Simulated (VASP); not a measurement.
A run of VASP 6.6.1:

File INCAR:

```
SYSTEM = MgO
  PREC = Accurate
  ENCUT = 600
  EDIFF = 1E-7
  ISMEAR = -1
  SIGMA = 0.05
  LREAL = .False.
  LASPH = .True.
  NELM = 60
  ALGO = Normal
  ISIF = 3
  LWAVE = .False.
  LCHARG = .False.
  GGA = RP
  IVDW = 12
  IBRION = 2
  NSW = 60
  EDIFFG = -0.01
```

Contents of KPOINTS:

```
Automatic mesh
0
Gamma
  10 10 10
  0 0 0
```

The input POSCAR:

```
MgO
1.0
    0.0000000000      2.3061600000      2.3061600000
    2.3061600000      0.0000000000      2.3061600000
    2.3061600000      2.3061600000      0.0000000000
Mg O
1 1
Direct
    0.5000000000      0.5000000000      0.5000000000
    0.7500000000      0.7500000000      0.7500000000
```

Potentials or basis: VASP PAW PBE potentials, release 64 (Mg, O).

Run with:

```bash
$ cat potpaw_PBE.64/Mg/POTCAR potpaw_PBE.64/O/POTCAR > POTCAR
$ mpirun -np 1 vasp_std > vasp.out
```

Hardware: 1 thread of Intel(R) Xeon(R) 6975P-C (Granite Rapids), on a shared host.

**Question.** Estimate the wall time of this run.

**Answer.** It took 15 s on 1 thread of Intel(R) Xeon(R) 6975P-C (Granite Rapids), on a shared host, peak memory 0.18 GiB. Counts: scf iterations 29, k points 47, ion steps 3.
